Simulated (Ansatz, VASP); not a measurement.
**One calculation of SrMg, two programs**

```
Sr Mg
1.0
     3.90000    0.00000    0.00000
     0.00000    3.90000    0.00000
     0.00000    0.00000    3.84150
Sr Mg
1 1
Cartesian
  1.9500 1.9500 1.9207
  0.0000 0.0000 0.0000
```

Change from the starting cell: strain +0.000 along x and y, -0.015 along z, atoms carried along.

Alike in both runs: task single point; functional LDA; k mesh 12 × 12 × 12; occupations gaussian, width 0.15 eV; no spin polarisation.

|  | VASP | Ansatz |
| --- | --- | --- |
| version | VASP 6.6.1 | Ansatz 0.2.0 |
| potentials or method | VASP PAW LDA potentials, release 64 (Sr_sv, Mg), cutoff 520 eV | scalar-relativistic, plane waves, PAW |
| valence electrons in the cell | 12 | 20 |

```tsv
	VASP	Ansatz	Ansatz less VASP
gap on the k mesh at the Fermi level (eV)	none	none	-
pressure (GPa)	3.8	4.0	+0.15
traceless stress, the component that is largest in VASP (GPa)	0.11	0.10	-0.004
```

LDA's correlation is that of Perdew and Zunger in VASP and of Perdew and Wang (1992) in Ansatz. A gap of «none» marks a metal or a gap that the smearing closes. VASP's potentials hold 12 valence electrons a cell and Ansatz's 20, so a difference there can come from the potentials and not from the codes.
